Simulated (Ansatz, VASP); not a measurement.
Two plane-wave programs on AgPbCl4

The input INCAR:

```
ALGO     = Normal         # electronic algorithm
EDIFF    = 1E-6           # SCF threshold, eV
ENCUT    = 520            # plane-wave cutoff, eV
GGA      = PE             # functional
ISIF     = 2              # what is computed and relaxed
ISMEAR   = 0              # smearing method
ISPIN    = 2              # spin polarisation
LASPH    = T              # aspherical terms in the spheres
LCHARG   = T              # write CHGCAR
LELF     = T              # ELF
LMAXMIX  = 4              # l up to which the mixer works
LORBIT   = 11             # projections on sites
LREAL    = F              # projectors in reciprocal space
LVHAR    = T            
LWAVE    = F              # write WAVECAR
MAGMOM   = 1 0 0 0 0 0    # initial moments
NBANDS   = 40             # bands
NELM     = 150            # most SCF steps
PREC     = Accurate       # precision mode
SIGMA    = 0.1            # smearing width, eV
```

KPOINTS

```
k-points
0
Gamma
  4 4 4
```

Contents of POSCAR:

```
AgPbCl4
1.0
    4.5839469300      0.0000000000      0.0000000000
    0.0000000000      4.5839469300      0.0000000000
    0.0000000000      0.0000000000      6.4826799200
Ag Pb Cl
1 1 4
Direct
    0.0000000000      0.0000000000      0.0000000000
    0.5000000000      0.5000000000      0.5000000000
    0.5000000000      0.0000000000      0.2500000000
    0.0000000000      0.5000000000      0.7500000000
    0.5000000000      0.0000000000      0.7500000000
    0.0000000000      0.5000000000      0.2500000000
```

Input for Ansatz:

```yaml
crystal:
  lattice:
    - [4.58394693, 0.0, 0.0]
    - [0.0, 4.58394693, 0.0]
    - [0.0, 0.0, 6.48267992]
  atoms:
    - { symbol: Ag, position: [0.0, 0.0, 0.0], spin: 1.0 }
    - { symbol: Pb, position: [0.5, 0.5, 0.5] }
    - { symbol: Cl, position: [0.5, 0.0, 0.25] }
    - { symbol: Cl, position: [0.0, 0.5, 0.75] }
    - { symbol: Cl, position: [0.5, 0.0, 0.75] }
    - { symbol: Cl, position: [0.0, 0.5, 0.25] }
basis:
  ecutwfc: 420
kpoints:
  mp_grid: { grid: [4, 4, 4] }
hamiltonian:
  xc: pbe
scf:
  occupations: { method: gaussian, width: 0.1 }
  lower_state_search: "off"
output:
  forces: true
  stress: true
  eigenvalues: true
  populations: true
magnetization:
  spin_polarized: true
```

Alike in both runs: task single point; functional PBE; k mesh 4 × 4 × 4; occupations gaussian, width 0.1 eV; collinear spin.

```csv
,VASP,Ansatz
version,VASP 6.6.1,Ansatz 0.2.0
potentials or method,"VASP PAW PBE potentials, release 64 (Ag, Pb_d, Cl), cutoff 520 eV","scalar-relativistic, plane waves, PAW"
valence electrons in the cell,53,61
```

Ansatz gave:

- gap on the k mesh at the Fermi level (eV): none
- pressure (GPa): 8.0
- traceless stress, the component that is largest in VASP (GPa): 0.30
- rms of the force components (eV/Å): 0.261
- net moment per atom (μB): 0.00

Problem. What did VASP give for the same quantities?

Solution. gap on the k mesh at the Fermi level (eV): none; pressure (GPa): 7.9; traceless stress, the component that is largest in VASP (GPa): 0.30; rms of the force components (eV/Å): 0.263; net moment per atom (μB): 0.00.

Atom by atom the forces differ by 0.002 eV/Å (rms over components). A gap of «none» marks a metal or a gap that the smearing closes. VASP's potentials hold 53 valence electrons a cell and Ansatz's 61, so a difference there can come from the potentials and not from the codes. Ansatz's warnings: seeded moment not kept.

Spin-orbit coupling is off throughout.
